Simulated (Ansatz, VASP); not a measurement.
**Two plane-wave programs on BaTiO3**

File POSCAR:

```
BaTiO3
1.0
    3.9855000000      0.0000000000      0.0000000000
    0.0000000000      2.8369000000      2.8451500000
    0.0000000000     -2.8369000000      2.8451500000
Ba Ti O
1 1 3
Direct
    0.0000000000      0.0000000000      0.0000000000
    0.5000000000      0.5124000000      0.5124000000
    0.0000000000      0.4874000000      0.4874000000
    0.5000000000      0.5052400000      0.9918400000
    0.5000000000      0.9918400000      0.5052400000
```

File INCAR.step1:

```
ALGO     = Normal         # electronic algorithm
EDIFF    = 1E-4           # SCF threshold, eV
ENCUT    = 520            # plane-wave cutoff, eV
GGA      = PE             # functional
ISMEAR   = 1              # smearing method
LASPH    = True           # aspherical terms in the spheres
LCHARG   = False          # write CHGCAR
LDAU     = True           # DFT+U
LDAUJ    = 0 0 0        
LDAUL    = -1 2 -1        # shell
LDAUTYPE = 2            
LDAUU    = 0 3 0          # U, eV
LMAXMIX  = 4              # l up to which the mixer works
LREAL    = False          # projectors in reciprocal space
LWAVE    = True           # write WAVECAR
NBANDS   = 28             # bands
NELM     = 150            # most SCF steps
PREC     = Accurate       # precision mode
SIGMA    = 0.01           # smearing width, eV
```

INCAR.step2

```
ALGO     = Normal         # electronic algorithm
EDIFF    = 1E-6           # SCF threshold, eV
ENCUT    = 520            # plane-wave cutoff, eV
ISIF     = 2              # what is computed and relaxed
ISMEAR   = 1              # smearing method
ISTART   = 1            
LASPH    = True           # aspherical terms in the spheres
LCHARG   = False          # write CHGCAR
LDAU     = True           # DFT+U
LDAUJ    = 0 0 0        
LDAUL    = -1 2 -1        # shell
LDAUPRINT= 1            
LDAUTYPE = 2            
LDAUU    = 0 3 0          # U, eV
LMAXMIX  = 4              # l up to which the mixer works
LMIXTAU  = True         
LREAL    = False          # projectors in reciprocal space
LWAVE    = False          # write WAVECAR
METAGGA  = R2SCAN         # meta-GGA
NBANDS   = 28             # bands
NELM     = 150            # most SCF steps
PREC     = Accurate       # precision mode
SIGMA    = 0.01           # smearing width, eV
```

Contents of KPOINTS:

```
k-points
0
Gamma
  6 6 6
```

Input for Ansatz:

```yaml
crystal:
  lattice:
    - [3.9855, 0.0, 0.0]
    - [0.0, 2.8369, 2.84515]
    - [0.0, -2.8369, 2.84515]
  atoms:
    - { symbol: Ba, position: [0.0, 0.0, 0.0] }
    - { symbol: Ti, position: [0.5, 0.5124, 0.5124] }
    - { symbol: O, position: [0.0, 0.4874, 0.4874] }
    - { symbol: O, position: [0.5, 0.50524, 0.99184] }
    - { symbol: O, position: [0.5, 0.99184, 0.50524] }
basis:
  ecutwfc: 530.0
kpoints:
  mp_grid:
    grid: [6, 6, 6]
hamiltonian:
  xc: r2scan
  hubbard:
    - { species: Ti, l: d, u_eff: 3.0 }
scf:
  occupations:
    method: methfessel_paxton
    width: 0.01
output:
  eigenvalues: true
```

Alike in both runs: task single point; functional r2SCAN; k mesh 6 × 6 × 6; occupations methfessel-paxton of order 1, width 0.01 eV; no spin polarisation; Hubbard terms Ti d U = 3.0 eV.

```csv
,VASP,Ansatz
version,VASP 6.6.1,Ansatz 0.2.0
potentials or method,"VASP PAW PBE potentials, release 64 (Ba_sv, Ti_sv, O), cutoff 520 eV","plane waves, PAW"
valence electrons in the cell,40,40
```

```csv
,VASP,Ansatz,Ansatz less VASP
gap on the k mesh at the Fermi level (eV),2.62,2.62,-0.001
```

VASP's potentials were made for PBE, not for r2SCAN. The programs project onto different local orbitals, so the same U acts differently, and such runs can settle in different states.

Spin-orbit coupling is off throughout.
